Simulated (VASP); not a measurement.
Wanted: the native input for a VASP 6.6.1 run.

* Task: single point
* Functional: LDA
* Potentials or basis: VASP PAW LDA potentials, release 64 (Mg_sv, O)
* Cutoff: 840 eV
* k mesh: 11 × 11 × 11
* Occupations: tetrahedron
* Spin: no spin polarisation
* Dipole correction: no
* Further INCAR settings: ALGO = Normal; EDIFF = 1e-06; NBANDS = 15

The structure of MgO lies in POSCAR:

```
MgO
1.0
    0.0000000000      2.0829271338      2.0829271338
    2.0829271338      0.0000000000      2.0829271338
    2.0829271338      2.0829271338      0.0000000000
Mg O
1 1
Direct
    0.0000000000      0.0000000000      0.0000000000
    0.5000000000      0.5000000000      0.5000000000
```

One way to write it, as run:

INCAR

```
SYSTEM = MgO
PREC = Accurate
ENCUT = 840
EDIFF = 1E-6
ISMEAR = -5
SIGMA = 0.05
LREAL = .False.
LASPH = .True.
NELM = 120
ALGO = Normal
ISIF = 2
LWAVE = .False.
LCHARG = .True.
GGA = CA
LELF = .True.
LVHAR = .True.
NBANDS = 15
GGA_COMPAT = .False.
```

KPOINTS

```
Automatic mesh
0
Gamma
  11 11 11
  0 0 0
```

Potentials or basis: VASP PAW LDA potentials, release 64 (Mg_sv, O).

Run with:

```sh
$ cat potpaw_LDA.64/Mg_sv/POTCAR potpaw_LDA.64/O/POTCAR > POTCAR
$ mpirun -np 1 vasp_std > vasp.out
```

It gave:

The pressure is -0.2 GPa. The band gap on the k mesh is 5.00 eV.

Run time: 12 s on 1 thread of Intel(R) Xeon(R) 6975P-C (Granite Rapids), on a shared host, peak memory 0.15 GiB.
